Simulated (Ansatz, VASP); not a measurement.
**Ta2Tl: VASP beside Ansatz**

```xyz
3
Lattice="4.8485 0.0000 0.0000 -2.4243 4.1990 0.0000 0.0000 0.0000 2.9559" Properties=species:S:1:pos:R:3 pbc="T T T"
Ta    0.0000    2.7993    1.4780
Ta    2.4243    1.3997    1.4780
Tl    0.0000    0.0000    0.0000
```

Alike in both runs: functional PBE; k mesh 6 × 6 × 4; occupations gaussian, width 0.1 eV; no spin polarisation.

Ansatz relaxed the structure, and its values are those at the end. VASP's run is a single point on that final structure, the one shown.

|  | VASP | Ansatz |
| --- | --- | --- |
| version | VASP 6.6.1 | Ansatz 0.2.0 |
| potentials or method | VASP PAW PBE potentials, release 64 (Ta_pv, Tl_d), cutoff 520 eV | scalar-relativistic, plane waves, PAW |
| valence electrons in the cell | 35 | 39 |

```csv
,VASP,Ansatz,Ansatz less VASP
gap on the k mesh at the Fermi level (eV),none,none,-
pressure (GPa),0.2,0.2,-0.04
```

A gap of «none» marks a metal or a gap that the smearing closes. The functional is the same, so the differences come from potentials, cutoffs and numerics. VASP's potentials hold 35 valence electrons a cell and Ansatz's 39, so a difference there can come from the potentials and not from the codes.

The k mesh is coarse, so the values compare programs but aren't converged. Neither program's run includes spin-orbit coupling.
